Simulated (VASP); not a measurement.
# Cu (Fm-3m) in VASP: further runs, part 2 of 2

VASP 6.6.1. Earlier steps stand in the parts before.

### 4 Single point, RPBE

This run uses another cell than the first one, of 12.52 Å³/atom, 1.060 times its volume.

The input, INCAR:

```
PREC     = Accurate       # precision mode
ENCUT    = 600            # plane-wave cutoff, eV
EDIFF    = 1E-6           # SCF threshold, eV
ISMEAR   = -1             # smearing method
SIGMA    = 0.05           # smearing width, eV
LREAL    = False          # projectors in reciprocal space
LASPH    = True           # aspherical terms in the spheres
NELM     = 120            # most SCF steps
ALGO     = Normal         # electronic algorithm
ISIF     = 2              # what is computed and relaxed
LWAVE    = False          # write WAVECAR
LCHARG   = False          # write CHGCAR
GGA      = RP             # functional
NBANDS   = 12             # bands
GGA_COMPAT= False
```

The input, KPOINTS:

```
Automatic mesh
0
Gamma
  13 13 13
```

The input, POSCAR:

```
Cu
1.0
    0.0000000000      1.8429501765      1.8429501765
    1.8429501765      0.0000000000      1.8429501765
    1.8429501765      1.8429501765      0.0000000000
Cu
1
Direct
    0.0000000000      0.0000000000      0.0000000000
```

Started as:

```console
cat potpaw_PBE.64/Cu/POTCAR > POTCAR
mpirun -np 1 vasp_std > vasp.out
```

It took 10 s on 1 thread of Intel Xeon Platinum 8259CL at 2.50GHz (Skylake/Cascade Lake), shared host; peak memory 0.14 GiB.

Results (log left out):

- Free energy: -3.2569 eV
- Pressure: -0.8 GPa

Levels at points of the mesh, in eV from the Fermi level:
| k point | band 4 | band 5 | band 6 | band 7 | band 8 | band 9 |
| --- | --- | --- | --- | --- | --- | --- |
| (0.00, 0.00, 0.00) | -3.02 | -2.27 | -2.27 | 21.90 | 24.20 | 24.20 |

Caveat: the PAW data sets were made with another functional, which shifts forces and pressure a little.

### 5 Single point, revPBE+D3(BJ)

This run uses another cell than the first one, of 12.28 Å³/atom, 1.040 times its volume.

The input, INCAR:

```
PREC = Accurate
ENCUT = 600
EDIFF = 1E-6
ISMEAR = -1
SIGMA = 0.05
LREAL = False
LASPH = True
NELM = 120
ALGO = Normal
ISIF = 2
LWAVE = False
LCHARG = True
GGA = RE
IVDW = 12
LELF = True
LVHAR = True
NBANDS = 12
GGA_COMPAT = False
```

The input, KPOINTS:

```
regular mesh
0
Gamma
  13 13 13
```

The input, POSCAR:

```
Cu
1.0
    0.0000000000      1.8312856224      1.8312856224
    1.8312856224      0.0000000000      1.8312856224
    1.8312856224      1.8312856224      0.0000000000
Cu
1
Direct
    0.0000000000      0.0000000000      0.0000000000
```

Potentials or basis: VASP PAW PBE potentials, release 64 (Cu).

Started as:

```console
cat potpaw_PBE.64/Cu/POTCAR > POTCAR
mpirun -np 1 vasp_std > vasp.out
```

OUTCAR:

```text
PREC = Accurate
   ENCUT = 600
   EDIFF = 1E-6
   ISMEAR = -1
   LREAL = False
   LASPH = True
   NELM = 120
   ISIF = 2
   GGA = RE
   IVDW = 12
 IVDW          = 12

 ion  position               nearest neighbor table
   1  0.000  0.000  0.000-

  LATTYP: Found a face centered cubic cell.
 ALAT       =     3.6625712448

  Lattice vectors:

[... 536 lines left out ...]
      7      13.1108      0.00000
      8      23.6937      0.00000
      9      24.9800      0.00000
     10      27.1514      0.00000
     11      36.6881      0.00000
     12      36.8285      0.00000

 [... further k-points ...]

------------------------ aborting loop because EDIFF is reached ----------------------------------------

 Edisp (eV)   -1.08023

 E8    (eV) :    -0.7511

  FORCE on cell =-STRESS in cart. coord.  units (eV):
  Direction    XX          YY          ZZ          XY          YZ          ZX
  --------------------------------------------------------------------------------------
  -------------------------------------------------------------------------------------
  Total      -1.10943    -1.10943    -1.10943     0.00000    -0.00000     0.00000
  in kB    -144.71516  -144.71516  -144.71516     0.00000    -0.00000     0.00000
  external pressure =     -144.72 kB  Pullay stress =        0.00 kB

 VOLUME and BASIS-vectors are now :
 -----------------------------------------------------------------------------
  energy-cutoff  :      600.00
  volume of cell :       12.28
      direct lattice vectors                 reciprocal lattice vectors
     0.000000000  1.831285622  1.831285622    -0.273032232  0.273032232  0.273032232
     1.831285622  0.000000000  1.831285622     0.273032232 -0.273032232  0.273032232
     1.831285622  1.831285622  0.000000000     0.273032232  0.273032232 -0.273032232

 POSITION                                       TOTAL-FORCE (eV/Angst)
 -----------------------------------------------------------------------------------
      0.00000      0.00000      0.00000         0.000000     -0.000000      0.000000
 -----------------------------------------------------------------------------------
    total drift:                               -0.000000      0.000000     -0.000000

  FREE ENERGIE OF THE ION-ELECTRON SYSTEM (eV)
  ---------------------------------------------------
  free  energy   TOTEN  =        -4.4334022644 eV

  energy  without entropy=       -4.4306295209  energy(sigma->0) =       -4.43201589
```

stdout:

```text
POSCAR found type information on POSCAR Cu
 POSCAR found :  1 types and       1 ions
 scaLAPACK will be used
 -----------------------------------------------------------------------------
|                                                                             |
|                                                                             |
|     You enforced a specific xc type in the INCAR file but a different       |
|     I HOPE YOU KNOW WHAT YOU ARE DOING!                                     |
|                                                                             |
 -----------------------------------------------------------------------------

 LDA part: xc-table for (Slater+PW92), standard interpolation
 POSCAR, INCAR and KPOINTS ok, starting setup
 FFT: planning ... GRIDC
 FFT: planning ... GRID_SOFT
 FFT: planning ... GRID
 WAVECAR not read
 entering main loop
```

Run time: 11 s. Hardware: 1 thread of Intel Xeon Platinum 8259CL at 2.50GHz (Skylake/Cascade Lake), shared host; peak memory 0.15 GiB.

What came out:

```yaml
Free_energy: -4.4334 eV
Pressure: -14.5 GPa
Dispersion_energy_per_atom: -1.080 eV
```

Levels at points of the mesh, in eV from the Fermi level:
| k point | band 4 | band 5 | band 6 | band 7 | band 8 | band 9 |
| --- | --- | --- | --- | --- | --- | --- |
| (0.00, 0.00, 0.00) | -3.08 | -2.31 | -2.31 | 22.07 | 24.48 | 24.48 |

Caveat: the PAW data sets were made with another functional, which shifts forces and pressure a little; pairwise dispersion overbinds metals, which lowers pressure and volume.

### 6 Overview

| level | potentials or basis | cell | gap on the mesh (eV) | pressure (GPa) |
| --- | --- | --- | --- | --- |
| LDA | VASP PAW LDA potentials, release 64 (Cu) | a = 2.556 Å, angles 60.0°, 1 atom | none | -11.8 |
| RPBE | VASP PAW PBE potentials, release 64 (Cu) | a = 2.590 Å, angles 60.0°, 1 atom | none | 1.6 |
| RPBE | VASP PAW PBE potentials, release 64 (Cu) | a = 2.606 Å, angles 60.0°, 1 atom | none | -0.8 |
| revPBE+D3(BJ) | VASP PAW PBE potentials, release 64 (Cu) | a = 2.590 Å, angles 60.0°, 1 atom | none | -14.5 |

Alike in all rows: task single point; no spin polarisation; k mesh 13 × 13 × 13; cutoff (eV) 600; smearing fermi-dirac 0.05 eV.

Caveats: the PAW data sets were made with another functional, which shifts forces and pressure a little (some runs); pairwise dispersion overbinds metals, which lowers pressure and volume (some runs).

Absolute energies hang on the potentials; compare differences alone.
